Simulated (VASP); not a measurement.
Here is a VASP 6.6.1 calculation.

File INCAR:

```
SYSTEM = Cu
PREC = Accurate
ENCUT = 520
EDIFF = 1E-6
ISMEAR = 0
SIGMA = 0.15
LREAL = .FALSE.
LASPH = .TRUE.
NELM = 100
ALGO = Fast
ISIF = 2
LWAVE = .FALSE.
LCHARG = .FALSE.
GGA = PE
NBANDS = 12
```

The input KPOINTS:

```
regular mesh
0
G
  22 22 22
  0 0 0
```

Contents of POSCAR:

```
Cu
1.0
    0.0000000000      1.6041562500      1.8075000000
    2.0108437500      0.0000000000      1.8075000000
    2.0108437500      1.6041562500      0.0000000000
Cu
1
Direct
    0.0000000000      0.0000000000      0.0000000000
```

Potentials or basis: VASP PAW PBE potentials, release 64 (Cu).

Run with:

```console
$ cat potpaw_PBE.64/Cu/POTCAR > POTCAR
$ mpirun -np 1 vasp_std > vasp.out
```

(1) Predict the pressure.

Results:

(1) 5.9 GPa.

Caveat: the cell differs from its parent crystal (strain +0.1125 x Voigt [1, -1, 0, 0, 0, 0]).
